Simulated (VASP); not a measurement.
# MgGe2: single point with PBE

Crystal: MgGe2.

```
Ge Mg
1.0
     5.52149   -1.84985    0.00000
     5.52149    1.84985    0.00000
    -3.21762    0.00000    6.00777
Ge Mg
4 2
Direct
  0.53394 0.52977 0.29943
  0.46608 0.47817 0.70364
  0.88063 0.87714 0.98763
  0.11916 0.12319 0.02039
  0.80909 0.81709 0.35203
  0.17874 0.18413 0.65293
```

This cell differs from its parent crystal: atoms moved at random.

```yaml
Program: VASP 6.6.1
Task: single point
Functional: PBE
Potentials_or_basis: VASP PAW PBE potentials, release 64 (Ge_d, Mg)
Cutoff: 520 eV
k_mesh: 8 × 8 × 5
Occupations: fermi-dirac, width 0.05 eV
Spin: no spin polarisation
Dipole_correction: no
Further_INCAR_settings: ALGO = Normal; EDIFF = 1e-06; NBANDS = 39
```

| Property | Result |
| --- | --- |
| Pressure | -0.7 GPa |
| Largest force | 0.254 eV/Å |
| Band gap on the k mesh | zero (band 30 reaches 6.18 eV, above the bottom of band 31 at 4.29 eV) |

Forces in eV/Å, atoms in the order of the input:
```
Ge  -0.203  0.030 -0.149
Ge   0.062 -0.039  0.104
Ge   0.128  0.003  0.095
Ge  -0.145  0.026 -0.119
Mg   0.043 -0.002  0.019
Mg   0.116 -0.018  0.050
```

Stress tensor (GPa, compression positive):
```
-0.99  0.02  0.09
 0.02  0.12  0.08
 0.09  0.08 -1.29
```

Levels at points of the mesh, in eV from the Fermi level:
| k point | band 28 | band 29 | band 30 | band 31 | band 32 | band 33 |
| --- | --- | --- | --- | --- | --- | --- |
| (0.00, 0.00, 0.00) | -0.55 | 0.24 | 1.18 | 1.18 | 2.40 | 2.58 |
| (0.50, 0.00, 0.00) | -3.11 | -1.30 | -1.18 | -0.48 | 0.49 | 1.73 |
| (0.00, 0.50, 0.00) | -3.13 | -1.26 | -1.21 | -0.50 | 0.50 | 1.71 |
| (0.50, 0.50, 0.00) | -1.06 | 0.38 | 0.57 | 1.18 | 1.85 | 2.76 |

Run time: 7.3 min on 1 × NVIDIA H100 80GB with 1 thread of Intel(R) Xeon(R) Platinum 8481C CPU @ 2.70GHz (Sapphire Rapids) (shared host), peak memory 1.7 GiB.

Caveat: the cell differs from its parent crystal (atoms moved at random).
